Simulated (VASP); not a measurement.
# Al8N7 (a cell with a defect) in VASP: relaxation of the atoms with PBE

Aim: the relaxation of the atoms of Al8N7 (a cell with a defect) with PBE.

Program: VASP 6.6.1. These are calculated values, not measurements. Logs are shortened: lines on timing, memory, paths and dates and some standing lists are left out, and cuts for length are marked.

## Step 1: The cell of the first run

The cell holds a defect, 15 atoms: a = 6.227 Å, b = 6.227 Å, c = 6.227 Å, α = 60.00°, β = 60.00°, γ = 60.00°.

## Step 2: Relaxation of the atoms, PBE, collinear spin (atoms taken out)

File INCAR:

```
SYSTEM = Al8N7
PREC     = Accurate       ! precision mode
ENCUT    = 520            ! plane-wave cutoff, eV
EDIFF    = 1E-6           ! SCF threshold, eV
ISMEAR   = 0              ! smearing method
SIGMA    = 0.01           ! smearing width, eV
LREAL    = Auto         
LASPH    = .True.         ! aspherical terms in the spheres
NELM     = 150            ! most SCF steps
ALGO     = Normal         ! electronic algorithm
ISIF     = 2              ! what is computed and relaxed
LWAVE    = .False.        ! write WAVECAR
LCHARG   = .False.        ! write CHGCAR
ISPIN    = 2              ! spin polarisation
MAGMOM   = 0.25 0 0 0 0.25 0.25 0.25 0 0 0 0 0 0 0 0 ! initial moments
LORBIT   = 11             ! projections on sites
GGA      = PE             ! functional
IBRION   = 2              ! ionic algorithm
NSW      = 65             ! ionic steps
EDIFFG   = -0.025         ! ionic threshold
```

File KPOINTS:

```
Automatic mesh
0
Gamma
  2 2 2
  0 0 0
```

File POSCAR:

```
Al8N7
1.0
    0.0000000000      4.4031742015     -4.4031742015
    4.4031742015      4.4031742015      0.0000000000
    4.4031742015      0.0000000000     -4.4031742015
Al N
8 7
Direct
    0.0000000000      0.0000000000      0.5000000000
    0.0000000000      0.5000000000      0.5000000000
    0.5000000000      0.0000000000      0.5000000000
    0.5000000000      0.5000000000      0.5000000000
    0.0000000000      0.0000000000      1.0000000000
    0.0000000000      0.5000000000      1.0000000000
    0.5000000000      0.0000000000      1.0000000000
    0.5000000000      0.5000000000      1.0000000000
    0.1250000000      0.6250000000      0.1250000000
    0.6250000000      0.1250000000      0.1250000000
    0.6250000000      0.6250000000      0.1250000000
    0.1250000000      0.1250000000      0.6250000000
    0.1250000000      0.6250000000      0.6250000000
    0.6250000000      0.1250000000      0.6250000000
    0.6250000000      0.6250000000      0.6250000000
```

Potentials or basis: VASP PAW PBE potentials, release 64 (Al, N).

Run with:

```console
> cat potpaw_PBE.64/Al/POTCAR potpaw_PBE.64/N/POTCAR > POTCAR
> mpirun -np 1 vasp_std > vasp.out
```

OUTCAR:

```text
SYSTEM = Al8N7
   PREC = Accurate
   ENCUT = 520
   EDIFF = 1E-6
   ISMEAR = 0
   LREAL = Auto
   LASPH = .True.
   NELM = 150
   ISIF = 2
   ISPIN = 2
   LORBIT = 11
   GGA = PE
   IBRION = 2
   NSW = 65
   EDIFFG = -0.025

 ion  position               nearest neighbor table
   1  0.000  0.000  0.500-  13 1.91  14 1.91  12 1.91   2 3.11   3 3.11   5 3.11   5 3.11   6 3.11
                             7 3.11   2 3.11   4 3.11   6 3.11   3 3.11   4 3.11   7 3.11
   2  0.000  0.500  0.500-   9 1.91  12 1.91  15 1.91  13 1.91   4 3.11   6 3.11   1 3.11   5 3.11
                             6 3.11   8 3.11   1 3.11   3 3.11   5 3.11   3 3.11   4 3.11   8 3.11
   3  0.500  0.000  0.500-  10 1.91  12 1.91  15 1.91  14 1.91   4 3.11   7 3.11   1 3.11   5 3.11
                             7 3.11   8 3.11   2 3.11   4 3.11   8 3.11   1 3.11   2 3.11   5 3.11
   4  0.500  0.500  0.500-  11 1.91  13 1.91  14 1.91  15 1.91   3 3.11   8 3.11   2 3.11   6 3.11
                             7 3.11   8 3.11   1 3.11   3 3.11   7 3.11   1 3.11   2 3.11   6 3.11
   5  0.000  0.000  0.000-   9 1.91  10 1.91  12 1.91   1 3.11   6 3.11   7 3.11   1 3.11   2 3.11
                             3 3.11   2 3.11   6 3.11   8 3.11   3 3.11   7 3.11   8 3.11
   6  0.000  0.500  0.000-  11 1.91  13 1.91   9 1.91   2 3.11   5 3.11   8 3.11   1 3.11   2 3.11
                             4 3.11   1 3.11   5 3.11   7 3.11   4 3.11   7 3.11   8 3.11
   7  0.500  0.000  0.000-  11 1.91  14 1.91  10 1.91   3 3.11   5 3.11   8 3.11   1 3.11   3 3.11
                             4 3.11   4 3.11   6 3.11   8 3.11   1 3.11   5 3.11   6 3.11
   8  0.500  0.500  0.000-   9 1.91  10 1.91  15 1.91  11 1.91   6 3.11   7 3.11   4 3.11   2 3.11
                             3 3.11   4 3.11   3 3.11   5 3.11   7 3.11   2 3.11   5 3.11   6 3.11
   9  0.125  0.625  0.125-   2 1.91   5 1.91   8 1.91   6 1.91
  10  0.625  0.125  0.125-   3 1.91   5 1.91   8 1.91   7 1.91
  11  0.625  0.625  0.125-   4 1.91   6 1.91   7 1.91   8 1.91
  12  0.125  0.125  0.625-   2 1.91   3 1.91   5 1.91   1 1.91
  13  0.125  0.625  0.625-   1 1.91   4 1.91   6 1.91   2 1.91
  14  0.625  0.125  0.625-   1 1.91   4 1.91   7 1.91   3 1.91
  15  0.625  0.625  0.625-   2 1.91   3 1.91   8 1.91   4 1.91

  LATTYP: Found a face centered cubic cell.
 ALAT       =     8.8063484030

  Lattice vectors:

 A1 = (   0.0000000000,   4.4031742015,  -4.4031742015)
 A2 = (   4.4031742015,   4.4031742015,   0.0000000000)
 A3 = (   4.4031742015,   0.0000000000,  -4.4031742015)

Analysis of symmetry for initial positions (statically):
=====================================================================
 Subroutine PRICEL returns:
 Original cell was already a primitive cell.

 Routine SETGRP: Setting up the symmetry group for a
 face centered cubic supercell.

 Subroutine GETGRP returns: Found 24 space group operations
 (whereof  6 operations were pure point group operations)
 out of a pool of 48 trial point group operations.

The static configuration has the point symmetry C_3v.
 The point group associated with its full space group is T_d .

Analysis of symmetry for dynamics (positions and initial velocities):
=====================================================================
 Subroutine PRICEL returns:
 Original cell was already a primitive cell.

 Routine SETGRP: Setting up the symmetry group for a
 face centered cubic supercell.

 Subroutine GETGRP returns: Found 24 space group operations
 (whereof  6 operations were pure point group operations)
 out of a pool of 48 trial point group operations.

The dynamic configuration has the point symmetry C_3v.
 The point group associated with its full space group is T_d .

Analysis of structural, dynamic, and magnetic symmetry:
=====================================================================
 Subroutine PRICEL returns:
 Original cell was already a primitive cell.

 Routine SETGRP: Setting up the symmetry group for a
 face centered cubic supercell.

 Subroutine GETGRP returns: Found 24 space group operations
 (whereof  6 operations were pure point group operations)
 out of a pool of 48 trial point group operations.

The overall configuration has the point symmetry C_3v.
 The point group associated with its full space group is T_d .

 Subroutine INISYM returns: Found 24 space group operations
 (whereof  6 operations are pure point group operations),
 and found     1 'primitive' translations

----------------------------------------------------------------------------------------

                                     Primitive cell

  volume of cell :     170.7370

[... 80 lines left out ...]
   NGX,Y,Z   is equivalent  to a cutoff of  12.81, 12.81, 12.81 a.u.
   NGXF,Y,Z  is equivalent  to a cutoff of  25.63, 25.63, 25.63 a.u.
 SYSTEM =  Al8N7
   PREC   = accura    normal or accurate (medium, high low for compatibility)
   ISTART =      0    job   : 0-new  1-cont  2-samecut
   ICHARG =      2    charge: 1-file 2-atom 10-const
   ISPIN  =      2    spin polarized calculation?
   LNONCOLLINEAR =      F non collinear calculations
   LSORBIT =      F    spin-orbit coupling
   LASPH  =      T    aspherical Exc in radial PAW
   ENCUT  =  520.0 eV  38.22 Ry    6.18 a.u.  11.58 11.58 11.58*2*pi/ulx,y,z
   NELM   =    150;   NELMIN=  2; NELMDL= -5     # of ELM steps
   EDIFF  = 0.1E-05   stopping-criterion for ELM
   LREAL  =      T    real-space projection
   EDIFFG = -.3E-01   stopping-criterion for IOM
   NSW    =     65    number of steps for IOM
   IBRION =      2    ionic relax: 0-MD 1-quasi-New 2-CG
   NFREE  =      1    steps in history (QN), initial steepest desc. (CG)
   ISIF   =      2    stress and relaxation
   ISYM   =      2    0-nonsym 1-usesym 2-fastsym
   POTIM  = 0.5000    time-step for ionic-motion
   TEBEG  =    0.0;   TEEND  =   0.0 temperature during run
   PSTRESS=    0.0 pullay stress
   NELECT =      59.0000    total number of electrons
   NUPDOWN=      -1.0000    fix difference up-down
   EMIN   =  10.00;   EMAX   =-10.00  energy-range for DOS
   EFERMI =   0.00;   METHOD = LEGACY
   ISMEAR =     0;   SIGMA  =   0.01  broadening in eV -4-tet -1-fermi 0-gaus
   EFERMI_NEDOS =   21; number of points for ismear=-14 and -15
   IALGO  =     38    algorithm
   IMIX   =      4    mixing-type and parameters
     AMIX     =   0.40;   BMIX     =  1.00
     AMIX_MAG =   1.60;   BMIX_MAG =  1.00
  volume/ion in A,a.u.               =      11.38        76.81
  Fermi-wavevector in a.u.,A,eV,Ry     =   1.148814  2.170943 17.956603  1.319773
  Thomas-Fermi vector in A             =   2.285487
   LORBIT       =     11    0 simple, 1 ext, 2 COOP (PROOUT), +10 PAW based schemes
   GGA     = PE    functional components
   LHFCALC =     F    Hartree Fock is set to
   AEXX    =    0.0000 exact exchange contribution
   IVDW    =     0    specifies the selected vdW correction
   LEPSILON=     F    determine dielectric tensor
   LRPA    =     F    only Hartree local field effects (RPA)
 conjugate gradient relaxation of ions
 spin polarized calculation
 Gauss-broadening in eV      SIGMA  =   0.01
  energy-cutoff  :      520.00
  volume of cell :      170.74
 maximum number of plane-waves:      4645
 NGX is ok and might be reduce to    48
   NGX = 23   NGY = 23   NGZ = 23

--------------------------------------- Ionic step        1  -------------------------------------------

 number of electron      59.0000006 magnetization       0.2500003

 Free energy of the ion-electron system (eV)
  ---------------------------------------------------
  ext. energy  EPLUGINS =         0.00000000
  ---------------------------------------------------
  free energy    TOTEN  =      -105.27915799 eV

  energy without entropy =     -105.27774751  energy(sigma->0) =     -105.27845275

------------------------ aborting loop because EDIFF is reached ----------------------------------------

  FORCE on cell =-STRESS in cart. coord.  units (eV):
  Direction    XX          YY          ZZ          XY          YZ          ZX
  --------------------------------------------------------------------------------------
  -------------------------------------------------------------------------------------
  Total       -0.4883047     -0.4883047     -0.4883047     -0.0000000     -0.0000000     -0.0000000
  in kB       -4.5821983     -4.5821983     -4.5821983     -0.0000000     -0.0000000     -0.0000000
  external PRESSURE =      -4.5821983 kB  Pullay stress =       0.0000000 kB
[... 134 lines left out ...]
--------------------------------------- Ionic step        4  -------------------------------------------

 number of electron      59.0000006 magnetization       0.2500000

 Free energy of the ion-electron system (eV)
  ---------------------------------------------------
  ext. energy  EPLUGINS =         0.00000000
  ---------------------------------------------------
  free energy    TOTEN  =      -105.30070805 eV

  energy without entropy =     -105.29929757  energy(sigma->0) =     -105.30000281

 E-fermi :   8.1978     XC(G=0): -10.6552

 val. band max:        8.1978067704   @ k =   0.5000   0.0000   0.0000
 cond. band min:       8.3464449335   @ k =   0.5000   0.0000   0.0000
 fundamental gap:      0.1486381631
 Fermi energy:         8.1978067704

 spin component 1

 k-point     1 :       0.0000    0.0000    0.0000
  band No.  band energies     occupation
      1      -9.2227      1.00000
      2      -7.4570      1.00000
      3      -7.4570      1.00000
      4      -7.4570      1.00000
      5      -7.0302      1.00000
      6      -6.8485      1.00000
[... 112 lines left out ...]
     37      13.1969      0.00000
     38      13.6065      0.00000
 Fermi energy:         8.1978067704

 spin component 2

 k-point     1 :       0.0000    0.0000    0.0000
  band No.  band energies     occupation
      1      -9.2149      1.00000
      2      -7.4528      1.00000
      3      -7.4528      1.00000
      4      -7.4528      1.00000
      5      -7.0289      1.00000
      6      -6.8443      1.00000
[... 154 lines left out ...]
  FREE ENERGIE OF THE ION-ELECTRON SYSTEM (eV)
  ---------------------------------------------------
  free  energy   TOTEN  =      -105.3007080485 eV

  energy  without entropy=     -105.2992975746  energy(sigma->0) =     -105.30000281

 reached required accuracy - stopping structural energy minimisation

 total charge

# of ion       s       p       d       tot
------------------------------------------
    1        0.379   0.398   0.000   0.777
    2        0.363   0.433   0.000   0.796
    3        0.363   0.433   0.000   0.796
    4        0.363   0.433   0.000   0.796
    5        0.379   0.398   0.000   0.777
    6        0.379   0.398   0.000   0.777
    7        0.379   0.398   0.000   0.777
    8        0.363   0.433   0.000   0.796
    9        1.230   2.599   0.000   3.828
   10        1.230   2.599   0.000   3.828
   11        1.230   2.599   0.000   3.828
   12        1.230   2.599   0.000   3.828
   13        1.230   2.599   0.000   3.828
   14        1.230   2.599   0.000   3.828
   15        1.218   2.640   0.000   3.858
--------------------------------------------------
tot         11.564  21.556   0.000  33.120

 magnetization (x)

# of ion       s       p       d       tot
------------------------------------------
    1        0.008   0.006   0.000   0.014
    2        0.000   0.000   0.000   0.000
    3        0.000   0.000   0.000   0.000
    4        0.000   0.000   0.000   0.000
    5        0.008   0.006   0.000   0.014
    6        0.008   0.006   0.000   0.014
    7        0.008   0.006   0.000   0.014
    8        0.000   0.000   0.000   0.000
    9        0.002  -0.001   0.000   0.002
   10        0.002  -0.001   0.000   0.002
   11        0.002  -0.001   0.000   0.002
   12        0.002  -0.001   0.000   0.002
   13        0.002  -0.001   0.000   0.002
   14        0.002  -0.001   0.000   0.002
   15        0.001  -0.001   0.000  -0.000
--------------------------------------------------
tot          0.047   0.019   0.000   0.066
```

Run time: 1.8 min. Hardware: 1 thread of Intel Xeon 6975P-C (Granite Rapids), shared host; peak memory 0.4 GiB.

Results:

| Quantity | Value |
| --- | --- |
| Free energy | -105.3007 eV |
| Energy gained by relaxing | 1.4 meV/atom |
| Ionic steps | 4 |
| Pressure after relaxing | -0.9 GPa |
| Largest force after relaxing | 0.023 eV/Å |
| Net moment | 0.25 μB per cell |
| Valence electrons inside the program's atomic spheres | Al 0.78, 0.80 (each value once); N 3.83, 3.86 (each value once) |

Forces on the atoms (eV/Å):
```
Al   0.005 -0.005 -0.005
Al   0.014 -0.014  0.014
Al  -0.014 -0.014 -0.014
Al   0.014  0.014 -0.014
Al  -0.005 -0.005  0.005
Al   0.005  0.005  0.005
Al  -0.005  0.005 -0.005
Al  -0.014  0.014  0.014
N    0.000  0.000  0.012
N   -0.012  0.000  0.000
N    0.000  0.012  0.000
N    0.000 -0.012  0.000
N    0.012  0.000  0.000
N    0.000  0.000 -0.012
N    0.000  0.000  0.000
```

The path:
```
step  energy change (eV)  largest force (eV/Å)  pressure (GPa)
   1              0.0000                0.3703           -0.46
   2             -0.0195                0.1746           -0.89
   3             -0.0204                0.0964           -0.83
   4             -0.0216                0.0234           -0.93
```

Final structure:
```yaml
crystal:
  lattice:
    - [0.00000, 4.40317, -4.40317]
    - [4.40317, 4.40317, 0.00000]
    - [4.40317, 0.00000, -4.40317]
  atoms:
    - { symbol: Al, position: [0.00126, 0.00126, 0.49621] }
    - { symbol: Al, position: [0.99851, 0.50050, 0.50050] }
    - { symbol: Al, position: [0.50050, 0.99851, 0.50050] }
    - { symbol: Al, position: [0.50050, 0.50050, 0.50050] }
    - { symbol: Al, position: [0.00126, 0.00126, 0.00126] }
    - { symbol: Al, position: [0.00126, 0.49621, 0.00126] }
    - { symbol: Al, position: [0.49621, 0.00126, 0.00126] }
    - { symbol: Al, position: [0.50050, 0.50050, 0.99851] }
    - { symbol: N, position: [0.12578, 0.62422, 0.12578] }
    - { symbol: N, position: [0.62422, 0.12578, 0.12578] }
    - { symbol: N, position: [0.62422, 0.62422, 0.12578] }
    - { symbol: N, position: [0.12578, 0.12578, 0.62422] }
    - { symbol: N, position: [0.12578, 0.62422, 0.62422] }
    - { symbol: N, position: [0.62422, 0.12578, 0.62422] }
    - { symbol: N, position: [0.62500, 0.62500, 0.62500] }
```

Caveat: the k points lie up to 0.62 Å⁻¹ apart; the cell differs from its parent crystal (atoms taken out).
